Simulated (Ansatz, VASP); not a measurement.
## One calculation of ZnSe, two programs

Contents of INCAR:

```
  PREC = Accurate
  ENCUT = 520
  EDIFF = 1E-6
  ISMEAR = 0
  SIGMA = 0.02
  LREAL = False
  LASPH = True
  NELM = 100
  ALGO = Normal
  ISIF = 2
  LWAVE = False
  LCHARG = True
  GGA = PS
  LELF = True
  LVHAR = True
  NBANDS = 26
```

The input KPOINTS:

```
regular mesh
0
Gamma
  8 8 6
```

The input POSCAR:

```
ZnSe
1.0
    2.9292886247      2.9292886247      0.0000000000
   -2.9292886247      2.9292886247      0.0000000000
    0.0000000000      0.0000000000      5.8585772494
Zn Se
2 2
Direct
    0.0000000000      0.0000000000      0.0000000000
    0.5000000000      0.5000000000      0.5000000000
    0.5000000000      0.0000000000      0.2500000000
    0.0000000000      0.5000000000      0.7500000000
```

Input for Ansatz:

```yaml
crystal:
  lattice:
    - [2.9292886247, 2.9292886247, 0.0]
    - [-2.9292886247, 2.9292886247, 0.0]
    - [0.0, 0.0, 5.8585772494]
  atoms:
    - { symbol: Zn, position: [0.0, 0.0, 0.0] }
    - { symbol: Zn, position: [0.5, 0.5, 0.5] }
    - { symbol: Se, position: [0.5, 0.0, 0.25] }
    - { symbol: Se, position: [0.0, 0.5, 0.75] }
basis:
  ecutwfc: 420
kpoints:
  mp_grid: { grid: [8, 8, 6] }
hamiltonian:
  xc: pbesol
scf:
  occupations: { method: gaussian, width: 0.02 }
output:
  forces: true
  stress: true
  eigenvalues: true
```

Change from the starting cell: equal strain along all axes, cell held, atoms relaxed: +4.0 %.

Alike in both runs: task single point; functional PBEsol; k mesh 8 × 8 × 6; occupations gaussian, width 0.02 eV; no spin polarisation.

|  | VASP | Ansatz |
| --- | --- | --- |
| version | VASP 6.6.1 | Ansatz 0.2.0 |
| potentials or method | VASP PAW PBE potentials, release 64 (Zn, Se), cutoff 520 eV | scalar-relativistic, plane waves, PAW |
| valence electrons in the cell | 36 | 56 |

```tsv
	VASP	Ansatz	Ansatz less VASP
gap on the k mesh at the Fermi level (eV)	0.80	0.80	0.000
least direct gap on the mesh (eV)	0.80	0.80	0.000
pressure (GPa)	-5.7	-5.9	-0.18
```

VASP's potentials were made for PBE, not for PBEsol. VASP's potentials hold 36 valence electrons a cell and Ansatz's 56, so a difference there can come from the potentials and not from the codes.
